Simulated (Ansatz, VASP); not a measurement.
This is a calculation of GaN for VASP 6.6.1.

File INCAR:

```
PREC = Accurate ; ENCUT = 520
EDIFF = 1E-6 ; ISMEAR = 0
SIGMA = 0.016 ; LREAL = False
LASPH = True ; NELM = 80
ALGO = Normal ; ISIF = 2
LWAVE = False ; LCHARG = False
GGA = PE ; NBANDS = 16
```

Contents of KPOINTS:

```
Automatic mesh
0
Gamma
  10 10 10
```

POSCAR

```
GaN
1.0
    0.0000000000      2.2535006075      2.2535006075
    2.2535006075      0.0000000000      2.2535006075
    2.2535006075      2.2535006075      0.0000000000
Ga N
1 1
Direct
    0.0000000000      0.0000000000      0.0000000000
    0.2500000000      0.2500000000      0.2500000000
```

Potentials or basis: VASP PAW PBE potentials, release 64 (Ga_d, N).

Command:

```console
$ cat potpaw_PBE.64/Ga_d/POTCAR potpaw_PBE.64/N/POTCAR > POTCAR
$ mpirun -np 1 vasp_std > vasp.out
```

Set up the same calculation for Ansatz 0.2.0. Potentials there: all-electron LAPW, scalar-relativistic.

As run (the cutoff follows the program's own potentials):

File input.yaml:

```yaml
crystal:
  lattice:
    - [0.0, 2.2535006075, 2.2535006075]
    - [2.2535006075, 0.0, 2.2535006075]
    - [2.2535006075, 2.2535006075, 0.0]
  atoms:
    - { symbol: Ga, position: [0.0, 0.0, 0.0] }
    - { symbol: "N", position: [0.25, 0.25, 0.25] }
kpoints:
  mp_grid: { grid: [10, 10, 10] }
scf:
  occupations: { method: gaussian, width: 0.016 }
hamiltonian:
  xc: pbe
  pseudopotentials: { kind: all_electron, lapw: { basis_error: 0.001 } }
output:
  forces: true
  stress: true
  eigenvalues: true
```

Potentials or basis: all-electron LAPW, scalar-relativistic.

The run is started by

```console
$ ansatz run input.yaml --threads 1 --pin off --max-ram 3072MiB --backend cpu --events-out ev --progress --plain --runs-dir out
```

Both were run:

|  | VASP | Ansatz | Ansatz less VASP |
| --- | --- | --- | --- |
| gap on the k mesh at the Fermi level (eV) | 1.72 | 1.73 | +0.010 |
| least direct gap on the mesh (eV) | 1.72 | 1.73 | +0.010 |
| pressure (GPa) | 5.1 | 4.9 | -0.16 |

Ansatz ran all-electron here, and VASP with PAW potentials.
